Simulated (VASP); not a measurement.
Here is a VASP 6.6.1 calculation.

INCAR

```
SYSTEM = Ga4SbP3
  PREC = Accurate
  ENCUT = 520
  EDIFF = 1E-6
  ISMEAR = 0
  SIGMA = 0.01
  LREAL = .False.
  LASPH = .True.
  NELM = 100
  ALGO = Normal
  ISIF = 2
  LWAVE = .False.
  LCHARG = .False.
  GGA = PE
  NBANDS = 46
```

Contents of KPOINTS:

```
Automatic mesh
0
Gamma
  6 6 2
  0 0 0
```

POSCAR

```
Ga4SbP3
1.0
    3.9757215603      0.0000000000      0.0000000000
    0.0000000000      3.9757215603      0.0000000000
    0.0000000000      0.0000000000     11.2361523725
P Ga Sb
3 4 1
Direct
    0.0000000000      0.0000000000      0.2362129914
    0.5000000000      0.5000000000      0.0000000000
    0.0000000000      0.0000000000      0.7637870086
    0.0000000000      0.5000000000      0.1179434639
    0.5000000000      0.0000000000      0.8820565361
    0.0000000000      0.5000000000      0.6459349221
    0.5000000000      0.0000000000      0.3540650779
    0.5000000000      0.5000000000      0.5000000000
```

Potentials or basis: VASP PAW PBE potentials, release 64 (P, Ga_d, Sb).

Run with:

```console
$ cat potpaw_PBE.64/P/POTCAR potpaw_PBE.64/Ga_d/POTCAR potpaw_PBE.64/Sb/POTCAR > POTCAR
$ mpirun -np 1 vasp_std > vasp.out
```

(1) Predict the largest force.

(2) Predict the pressure.

Results:

(1) 0.066 eV/Å.

(2) 2.3 GPa.
